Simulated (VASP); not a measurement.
# H21O10F in VASP: a series of runs, part 2 of 3

VASP 6.6.1.

### 3 Single point, PBEsol

Contents of INCAR:

```
SYSTEM = H21O10F
  PREC = Accurate
  ENCUT = 520
  EDIFF = 1E-6
  ISMEAR = -1
  SIGMA = 0.05
  LREAL = Auto
  LASPH = .TRUE.
  NELM = 120
  ALGO = Normal
  ISIF = 2
  LWAVE = .FALSE.
  LCHARG = .TRUE.
  GGA = PS
  LELF = .TRUE.
  LVHAR = .TRUE.
  NBANDS = 66
  GGA_COMPAT = .FALSE.
```

Contents of KPOINTS:

```
Automatic mesh
0
G
  1 1 1
  0 0 0
```

Contents of POSCAR:

```
H21O10F
1.0
    6.9382320000      0.0000000000      0.0000000000
    0.0000000000      6.9382320000      0.0000000000
    0.0000000000      0.0000000000      6.9382320000
O H F
10 21 1
Direct
    0.3758306151      0.4931083308      0.8690254232
    0.8619486924      1.0692493419      0.7959520523
    0.2975397767      0.9252357085      0.0490326642
    0.1286206630      0.1340831497      0.3339899848
    0.5586005196      0.0847622276      0.3529861786
    0.9776842285      0.4984555143      0.1760246703
    0.6245683338      0.7412983596      0.4111710303
    0.2653269594      0.8854128833      0.6586115887
    0.3534185654      0.5924275810      0.2376974422
    0.5559917858      0.1666130507      0.9455723014
    0.4772541477      0.5554729216      0.8194594819
    0.2526724387      0.5055610709      0.7980419219
    0.8095722368      1.0422684050      0.6559163775
    0.8387727594      0.9411907817      0.8939020776
    0.4089082060      1.0114103997      0.0347350737
    0.2704867753      0.8862055924     -0.0801212759
    0.1322382993      0.2488530219      0.2503807887
    0.1304078618      0.0145426097      0.2536092768
    0.4241282217      0.1283324051      0.3575118272
    0.5707217631      0.0628258035      0.2019822917
    0.9675663771      0.4304122433      0.3018780577
    1.0570704468      0.6047794308      0.2260229984
    0.5078383081      0.6560316807      0.3380255950
    0.5809260918      0.8873874497      0.3869429561
    0.1637737107      0.9651882497      0.6042893925
    0.3803274379      0.8765921924      0.5760689467
    0.3485037687      0.7280817361      0.1638601880
    0.3345088489      0.5168463666      0.1202179460
    0.4926038795      0.2773617256      0.8959631214
    0.6774636536      0.1237058663      0.8613433509
    0.6199273821      0.7325064944      0.5660231598
    0.6274220868      0.6908820576      0.7376663104
```

Potentials or basis: VASP PAW PBE potentials, release 64 (O, H, F).

On the command line:

```console
$ cat potpaw_PBE.64/O/POTCAR potpaw_PBE.64/H/POTCAR potpaw_PBE.64/F/POTCAR > POTCAR
$ mpirun -np 1 vasp_gam > vasp.out
```

OUTCAR:

```text
SYSTEM = H21O10F
   PREC = Accurate
   ENCUT = 520
   EDIFF = 1E-6
   ISMEAR = -1
   LREAL = Auto
   LASPH = .TRUE.
   NELM = 120
   ISIF = 2
   GGA = PS

 ion  position               nearest neighbor table
   1  0.376  0.493  0.869-  11 0.89  12 0.99
   2  0.862  0.069  0.796-  13 1.05  14 1.13  30 1.41
   3  0.298  0.925  0.049-  16 0.95  15 0.98
   4  0.129  0.134  0.334-  17 0.99  18 1.00
   5  0.559  0.085  0.353-  19 0.98  20 1.06  24 1.40
   6  0.978  0.498  0.176-  22 0.98  21 1.00
   7  0.625  0.741  0.411-  24 1.07  31 1.08  23 1.12
   8  0.265  0.885  0.659-  25 0.97  26 0.98
   9  0.353  0.592  0.238-  28 0.98  27 1.07  23 1.35
  10  0.556  0.167  0.946-  29 0.95  30 1.07
  11  0.477  0.555  0.819-   1 0.89
  12  0.253  0.506  0.798-   1 0.99
  13  0.810  0.042  0.656-   2 1.05
  14  0.839  0.941  0.894-   2 1.13
  15  0.409  0.011  0.035-   3 0.98
  16  0.270  0.886  0.920-   3 0.95
  17  0.132  0.249  0.250-   4 0.99
  18  0.130  0.015  0.254-   4 1.00
  19  0.424  0.128  0.358-   5 0.98
  20  0.571  0.063  0.202-   5 1.06
  21  0.968  0.430  0.302-   6 1.00
  22  0.057  0.605  0.226-   6 0.98
  23  0.508  0.656  0.338-   7 1.12   9 1.35
  24  0.581  0.887  0.387-   7 1.07   5 1.40
  25  0.164  0.965  0.604-   8 0.97
  26  0.380  0.877  0.576-   8 0.98
  27  0.349  0.728  0.164-   9 1.07
  28  0.335  0.517  0.120-   9 0.98
  29  0.493  0.277  0.896-  10 0.95
  30  0.677  0.124  0.861-  10 1.07   2 1.41
  31  0.620  0.733  0.566-   7 1.08  32 1.23
  32  0.627  0.691  0.738-  31 1.23

  LATTYP: Found a simple cubic cell.
 ALAT       =     6.9382320000

  Lattice vectors:

 A1 = (   6.9382320000,   0.0000000000,   0.0000000000)
 A2 = (   0.0000000000,   6.9382320000,   0.0000000000)
 A3 = (   0.0000000000,   0.0000000000,   6.9382320000)

Analysis of symmetry for initial positions (statically):
=====================================================================
 Subroutine PRICEL returns:
 Original cell was already a primitive cell.

 Routine SETGRP: Setting up the symmetry group for a
 simple cubic supercell.

 Subroutine GETGRP returns: Found  1 space group operations
 (whereof  1 operations were pure point group operations)
 out of a pool of 48 trial point group operations.

The static configuration has the point symmetry C_1 .

Analysis of symmetry for dynamics (positions and initial velocities):
=====================================================================
 Subroutine PRICEL returns:
 Original cell was already a primitive cell.

 Routine SETGRP: Setting up the symmetry group for a
 simple cubic supercell.

 Subroutine GETGRP returns: Found  1 space group operations
 (whereof  1 operations were pure point group operations)
 out of a pool of 48 trial point group operations.

The dynamic configuration has the point symmetry C_1 .

 Subroutine INISYM returns: Found  1 space group operations
 (whereof  1 operations are pure point group operations),
 and found     1 'primitive' translations

----------------------------------------------------------------------------------------

[... 100 lines left out ...]
     0.000000000  0.000000000  0.000000000

 Subroutine IBZKPT returns following result:
 ===========================================

 Found      1 irreducible k-points:

 Following reciprocal coordinates:
            Coordinates               Weight
  0.000000  0.000000  0.000000      1.000000
   k-points           NKPTS =      1   k-points in BZ     NKDIM =      1   number of bands    NBANDS=     66
   number of dos      NEDOS =    301   number of ions     NIONS =     32
   total plane-waves  NPLWV = 157464
   dimension x,y,z NGX =    54 NGY =   54 NGZ =   54
   dimension x,y,z NGXF=   108 NGYF=  108 NGZF=  108
   ions per type =              10  21   1
   NGX,Y,Z   is equivalent  to a cutoff of  12.94, 12.94, 12.94 a.u.
   NGXF,Y,Z  is equivalent  to a cutoff of  25.88, 25.88, 25.88 a.u.
 SYSTEM =  H21O10F
   PREC   = accura    normal or accurate (medium, high low for compatibility)
   ISTART =      0    job   : 0-new  1-cont  2-samecut
   ICHARG =      2    charge: 1-file 2-atom 10-const
   ISPIN  =      1    spin polarized calculation?
   LNONCOLLINEAR =      F non collinear calculations
   LSORBIT =      F    spin-orbit coupling
   LASPH  =      T    aspherical Exc in radial PAW
   ENCUT  =  520.0 eV  38.22 Ry    6.18 a.u.  12.90 12.90 12.90*2*pi/ulx,y,z
   NELM   =    120;   NELMIN=  2; NELMDL= -5     # of ELM steps
   EDIFF  = 0.1E-05   stopping-criterion for ELM
   LREAL  =      T    real-space projection
   EDIFFG = 0.1E-04   stopping-criterion for IOM
   NSW    =      0    number of steps for IOM
   IBRION =     -1    ionic relax: 0-MD 1-quasi-New 2-CG
   NFREE  =      0    steps in history (QN), initial steepest desc. (CG)
   ISIF   =      2    stress and relaxation
   ISYM   =      2    0-nonsym 1-usesym 2-fastsym
   POTIM  = 0.5000    time-step for ionic-motion
   TEBEG  =    0.0;   TEEND  =   0.0 temperature during run
   PSTRESS=    0.0 pullay stress
   NELECT =      88.0000    total number of electrons
   NUPDOWN=      -1.0000    fix difference up-down
   EMIN   =  10.00;   EMAX   =-10.00  energy-range for DOS
   EFERMI =   0.00;   METHOD = LEGACY
   ISMEAR =    -1;   SIGMA  =   0.05  broadening in eV -4-tet -1-fermi 0-gaus
   EFERMI_NEDOS =   21; number of points for ismear=-14 and -15
   IALGO  =     38    algorithm
   IMIX   =      4    mixing-type and parameters
     AMIX     =   0.40;   BMIX     =  1.00
     AMIX_MAG =   1.60;   BMIX_MAG =  1.00
  volume/ion in A,a.u.               =      10.44        70.44
  Fermi-wavevector in a.u.,A,eV,Ry     =   1.049511  1.983288 14.986448  1.101473
  Thomas-Fermi vector in A             =   2.184476
   LORBIT       =      0    0 simple, 1 ext, 2 COOP (PROOUT), +10 PAW based schemes
   GGA     = PS    functional components
   LHFCALC =     F    Hartree Fock is set to
   AEXX    =    0.0000 exact exchange contribution
   IVDW    =     0    specifies the selected vdW correction
   LEPSILON=     F    determine dielectric tensor
   LRPA    =     F    only Hartree local field effects (RPA)
 non-spin polarized calculation
  energy-cutoff  :      520.00
  volume of cell :      334.00
 maximum number of plane-waves:      4523
 NGX is ok and might be reduce to    50
   NGX = 25   NGY = 25   NGZ = 25

 number of electron      88.0000014 magnetization

 Free energy of the ion-electron system (eV)
  ---------------------------------------------------
  ext. energy  EPLUGINS =         0.00000000
  ---------------------------------------------------
  free energy    TOTEN  =      -153.61229055 eV

  energy without entropy =     -153.61229055  energy(sigma->0) =     -153.61229055

 E-fermi :  -2.3497     XC(G=0):  -6.6332

 val. band max:       -3.6506452729   @ k =   0.0000   0.0000   0.0000
 cond. band min:       0.6198807987   @ k =   0.0000   0.0000   0.0000
 fundamental gap:      4.2705260716
 Fermi energy:        -2.3497456263

 k-point     1 :       0.0000    0.0000    0.0000
  band No.  band energies     occupation
      1     -23.8087      2.00000
      2     -23.1214      2.00000
      3     -22.7308      2.00000
      4     -22.4953      2.00000
      5     -22.3716      2.00000
      6     -22.3087      2.00000
[... 48 lines left out ...]
     55       5.9599      0.00000
     56       6.2080      0.00000
 [bands above 56 left out]

------------------------ aborting loop because EDIFF is reached ----------------------------------------

  FORCE on cell =-STRESS in cart. coord.  units (eV):
  Direction    XX          YY          ZZ          XY          YZ          ZX
  --------------------------------------------------------------------------------------
  -------------------------------------------------------------------------------------
  Total        5.3410145      1.2907668     -1.4070946      1.5056281      1.3687959     -2.5867047
  in kB       25.6205169      6.1917289     -6.7497457      7.2224050      6.5660295    -12.4082628
  external PRESSURE =       8.3541667 kB  Pullay stress =       0.0000000 kB

 VOLUME and BASIS-vectors are now :
 -----------------------------------------------------------------------------
  energy-cutoff  :      520.00
  volume of cell :      334.00
      direct lattice vectors                 reciprocal lattice vectors
     6.938232000  0.000000000  0.000000000     0.144128937  0.000000000  0.000000000
     0.000000000  6.938232000  0.000000000     0.000000000  0.144128937  0.000000000
     0.000000000  0.000000000  6.938232000     0.000000000  0.000000000  0.144128937

 POSITION                                       TOTAL-FORCE (eV/Angst)
 -----------------------------------------------------------------------------------
      2.60760      3.42130      6.02950        -6.409987     -4.163207      2.853256
      5.98040      0.48047      5.52250        -0.869944     -3.263987     -0.042707
      2.06440      6.41950      0.34020        -0.729600     -1.094119      2.427702
      0.89240      0.93030      2.31730         0.243063     -0.466374      0.478770
      3.87570      0.58810      2.44910         0.101707     -0.324437     -2.629880
      6.78340      3.45840      1.22130         0.229782     -0.381064      1.278938
[... 24 lines left out ...]
      4.30120      5.08230      3.92720         0.370192     -1.097793      0.770516
      4.35320      4.79350      5.11810         0.470303      0.536381      0.579498
 -----------------------------------------------------------------------------------
    total drift:                               -0.008172      0.007219     -0.003811

  FREE ENERGIE OF THE ION-ELECTRON SYSTEM (eV)
  ---------------------------------------------------
  free  energy   TOTEN  =      -153.6122905530 eV

  energy  without entropy=     -153.6122905530  energy(sigma->0) =     -153.61229055
```

It took 59 s on 1 thread of AMD EPYC 7R43 (Zen 3), shared host; peak memory 0.32 GiB.

What came out:

```
Free energy            : -153.6123 eV
Pressure               : 0.8 GPa
Largest force          : 8.159 eV/Å
Band gap on the k mesh : 4.27 eV
```

Forces in eV/Å, atoms in the order of the input:
```
O   -6.410 -4.163  2.853
O   -0.870 -3.264 -0.043
O   -0.730 -1.094  2.428
O    0.243 -0.466  0.479
O    0.102 -0.324 -2.630
O    0.230 -0.381  1.279
O   -1.317  0.630 -1.589
O    0.038 -0.574  0.472
O   -0.332  2.394 -0.035
O    1.594 -2.542  0.883
H    4.696  3.781 -2.927
H    1.151  0.171  0.159
H    0.996 -0.304  2.561
H    0.580  2.643 -3.418
H    0.580  0.968 -1.012
H   -0.210 -0.364 -1.974
H   -0.143 -0.456 -0.355
H    0.238  1.124 -0.261
H   -0.579  0.212  0.355
H    0.354  1.314  2.026
H   -0.705  0.086 -0.699
H    0.161  0.068 -0.484
H    1.153  0.044  0.528
H    0.657 -0.731  0.051
H    0.292  0.322 -0.441
H   -0.692  0.202  0.271
H   -0.357 -0.759  0.535
H    0.592 -0.810 -0.808
H   -1.039  1.713 -0.573
H   -1.113  1.120  1.021
H    0.370 -1.098  0.771
F    0.470  0.536  0.579
```

Caveat: the k points lie up to 0.91 Å⁻¹ apart; the PAW data sets were made with another functional, which shifts forces and pressure a little.

### 4 Single point, PBEsol

Contents of INCAR:

```
PREC = Accurate ; ENCUT = 520
EDIFF = 1E-6 ; ISMEAR = -1
SIGMA = 0.05 ; LREAL = Auto
LASPH = T ; NELM = 120
ALGO = Normal ; ISIF = 2
LWAVE = F ; LCHARG = T
GGA = PS ; LELF = T
LVHAR = T ; NBANDS = 66
GGA_COMPAT = F
```

Contents of KPOINTS:

```
regular mesh
0
Gamma
  1 1 1
```

Contents of POSCAR:

```
H21O10F
1.0
    6.9382320000      0.0000000000      0.0000000000
    0.0000000000      6.9382320000      0.0000000000
    0.0000000000      0.0000000000      6.9382320000
O H F
10 21 1
Direct
    0.3873321042      0.5100867195      0.8696740034
    0.8607668351      1.0463328410      0.7203131864
    0.2919908126      0.9459470367      0.0423306687
    0.1344867107      0.1423993894      0.3467742214
    0.5424436658      0.1446189750      0.3899408380
    0.9755799460      0.4278755741      0.1322671251
    0.6477586797      0.7526845456      0.3773295560
    0.2758483717      0.9376163841      0.6483351955
    0.3585783814      0.6487819952      0.2127054846
    0.5361884699      0.1854795285      0.9772374288
    0.4737950533      0.6635696241      0.8178884765
    0.2609166139      0.5092795975      0.7680775160
    0.9125811878      1.1111187980      0.5959299141
    0.7683081223      0.9491178733      0.6622868765
    0.3934143453      1.0391696328     -0.0318236692
    0.2170581785      0.8900394221     -0.0597702700
    0.0427486426      0.2577169515      0.3468174601
    0.0763018590      0.0986994958      0.2258644565
    0.4042096027      0.1918788533      0.3949709378
    0.5656628374      0.1890106874      0.2414592075
    0.8629431821      0.4948090522      0.0834218285
    1.0369356343      0.5358713863      0.2083239650
    0.4907446162      0.6586980660      0.2898577044
    0.5705343955      0.8839139423      0.3789582130
    0.2074591913      1.0331162175      0.5532677489
    0.4114448753      0.9381208354      0.6240494697
    0.3595584581      0.7769414456      0.1309699647
    0.3876347750      0.5713559304      0.0843586666
    0.4954432195      0.3300840906      0.9312170593
    0.6697671684      0.1418805252      0.8944641805
    0.6210227620      0.7143894871      0.5094093135
    0.6018103747      0.7559130338      0.7490380835
```

On the command line:

```console
$ cat potpaw_PBE.64/O/POTCAR potpaw_PBE.64/H/POTCAR potpaw_PBE.64/F/POTCAR > POTCAR
$ mpirun -np 1 vasp_gam > vasp.out
```

It took 57 s on 1 thread of AMD EPYC 7R43 (Zen 3), shared host; peak memory 0.32 GiB.

The run converged. Its results:

| Property | Result |
| --- | --- |
| Free energy | -153.6609 eV |
| Pressure | -3.1 GPa |
| Largest force | 4.578 eV/Å |
| Band gap on the k mesh | 3.96 eV |

Forces on the atoms (eV/Å):
```
O   -2.456  1.513 -2.571
O   -0.361  0.361 -2.250
O    0.781  0.203 -0.072
O   -2.126  1.963  0.261
O   -0.806  1.275 -2.845
O    0.616  1.275  1.080
O   -1.076  1.616 -0.660
O   -2.275  1.093 -0.892
O    0.529 -1.722 -0.944
O    3.399  0.837 -1.881
H    0.463 -1.409 -0.349
H    3.367 -0.140  3.099
H   -0.780 -0.859  1.994
H    0.742  0.589  0.888
H   -0.636 -0.334  1.125
H   -0.554 -0.060 -1.125
H    1.112 -0.444  0.379
H    0.985 -1.057 -0.458
H    0.975 -0.766  0.144
H   -0.139 -1.197  2.124
H   -0.468 -0.120 -0.223
H   -0.131 -0.986 -0.736
H    0.103  0.351  0.036
H    1.370 -0.624 -0.326
H    1.195 -1.755  1.111
H    0.895  0.180 -0.145
H   -0.923  1.692  0.213
H   -0.907 -0.410  0.229
H   -0.026 -1.659 -0.217
H   -2.703  1.075  1.370
H    0.329 -0.422  1.475
F   -0.491 -0.056  0.167
```

Stress tensor (GPa, compression positive):
```
-3.55  1.51  0.19
 1.51 -2.60  1.12
 0.19  1.12 -3.25
```

Levels at points of the mesh, in eV from the valence-band top:
```tsv
k point	band 40	band 41	band 42	band 43	band 44	band 45	band 46	band 47	band 48	band 49
(0.00, 0.00, 0.00)	-0.75	-0.66	-0.60	-0.48	0.00	3.96	6.43	6.94	7.12	7.48
```

Caveat: the k points lie up to 0.91 Å⁻¹ apart; the PAW data sets were made with another functional, which shifts forces and pressure a little.

### 5 Single point, PBEsol

Contents of INCAR:

```
PREC     = Accurate       # precision mode
ENCUT    = 520            # plane-wave cutoff, eV
EDIFF    = 1E-6           # SCF threshold, eV
ISMEAR   = -1             # smearing method
SIGMA    = 0.05           # smearing width, eV
LREAL    = Auto         
LASPH    = True           # aspherical terms in the spheres
NELM     = 120            # most SCF steps
ALGO     = Normal         # electronic algorithm
ISIF     = 2              # what is computed and relaxed
LWAVE    = False          # write WAVECAR
LCHARG   = False          # write CHGCAR
GGA      = PS             # functional
NBANDS   = 66             # bands
GGA_COMPAT= False
```

KPOINTS is that of step 4.

Contents of POSCAR:

```
H21O10F
1.0
    6.9382320000      0.0000000000      0.0000000000
    0.0000000000      6.9382320000      0.0000000000
    0.0000000000      0.0000000000      6.9382320000
O H F
10 21 1
Direct
    0.3756720732      0.5010065965      0.7821156744
    0.8751797288      0.9649144047      0.9004599443
    0.2699967369      1.0033103534     -0.0069326019
    0.0684180062      0.1416355060      0.3690709679
    0.5304665511      0.1850471417      0.3235838755
    1.0488695103      0.4537178924      0.1230428732
    0.5794559767      0.7650652212      0.4255406853
    0.2522256390      0.9353823856      0.6474415961
    0.3636949586      0.6687150271      0.1627359823
    0.5592923385      0.1686164429      0.9200758925
    0.5013092673      0.5682571583      0.7894230115
    0.2541713797      0.5845004895      0.7947846080
    0.9358147724      1.0538996102      0.8064734647
    0.8391907333      0.8348380394      0.8408338032
    0.4028692036      1.0362582283     -0.0809428108
    0.1411454676      1.0665541308     -0.0084603686
    0.0747740923      0.2543875731      0.2907224780
   -0.0694701474      0.1408139711      0.3504206835
    0.3938899708      0.1689191137      0.3569929630
    0.5190083007      0.1659644705      0.1725223371
    0.9121055623      0.4861180773      0.1306961197
    1.1349721370      0.5555305732      0.2004833508
    0.4810303259      0.6638002304      0.2625740967
    0.5878731066      0.9223531297      0.4261027881
    0.2048072189      1.0259097707      0.5418815629
    0.3507521801      0.8603920999      0.5685454162
    0.2957237521      0.8988312873      0.0924154741
    0.3919442302      0.5744402897      0.0494362253
    0.4976916310      0.2242213867      0.8040809244
    0.6594475365      0.0704934629      0.8801233513
    0.5989854476      0.7097629483      0.5708803050
    0.6820469537      0.7235128488      0.7977248383
```

On the command line:

```console
$ cat potpaw_PBE.64/O/POTCAR potpaw_PBE.64/H/POTCAR potpaw_PBE.64/F/POTCAR > POTCAR
$ mpirun -np 1 vasp_gam > vasp.out
```

It took 49 s on 1 thread of AMD EPYC 7R43 (Zen 3), shared host; peak memory 0.32 GiB.

Results (log left out):

- Free energy: -153.3189 eV
- Pressure: -2.3 GPa
- Largest force: 3.216 eV/Å
- Band gap on the k mesh: 4.37 eV

Forces in eV/Å, atoms in the order of the input:
```
O   -1.964 -0.275  0.410
O    0.965  2.182  0.217
O   -0.028 -0.778  1.436
O   -0.350 -0.912  0.546
O   -0.622 -0.915 -2.324
O    1.080  0.792  1.328
O    0.443  1.982  2.494
O    0.916  0.234 -2.440
O    0.910 -1.274 -0.663
O   -0.265 -0.601 -0.979
H    0.066  1.160  0.086
H    2.171 -0.785 -0.338
H   -0.269 -0.977  0.079
H   -0.479  0.063 -0.254
H   -0.891  0.956  0.615
H    0.512 -0.670 -0.109
H    1.333  2.335 -1.399
H   -0.969 -1.213  0.669
H    0.234  0.231  0.267
H    0.625  0.574  2.154
H    0.195  0.360  0.095
H   -1.110 -1.256 -1.512
H   -1.388  0.703 -0.644
H   -0.073 -3.034 -0.165
H   -0.237 -0.724  0.915
H   -0.799  0.296  0.775
H   -0.378 -0.544 -0.271
H   -0.398  1.293  1.176
H    0.255  0.632  0.283
H    0.977  0.025  0.280
H    0.432  1.526 -1.848
F   -0.895 -1.386 -0.878
```

Stress tensor (GPa, compression positive):
```
-1.38  2.24 -1.07
 2.24 -3.20 -0.54
-1.07 -0.54 -2.31
```

Levels at points of the mesh, in eV from the valence-band top:
| k point | band 41 | band 42 | band 43 | band 44 | band 45 | band 46 | band 47 | band 48 |
| --- | --- | --- | --- | --- | --- | --- | --- | --- |
| (0.00, 0.00, 0.00) | -0.36 | -0.31 | -0.11 | 0.00 | 4.37 | 7.04 | 7.32 | 7.46 |

Caveat: the k points lie up to 0.91 Å⁻¹ apart; the atoms stand as in a frame of molecular dynamics; the PAW data sets were made with another functional, which shifts forces and pressure a little.

(Continued in part 3 of 3.)
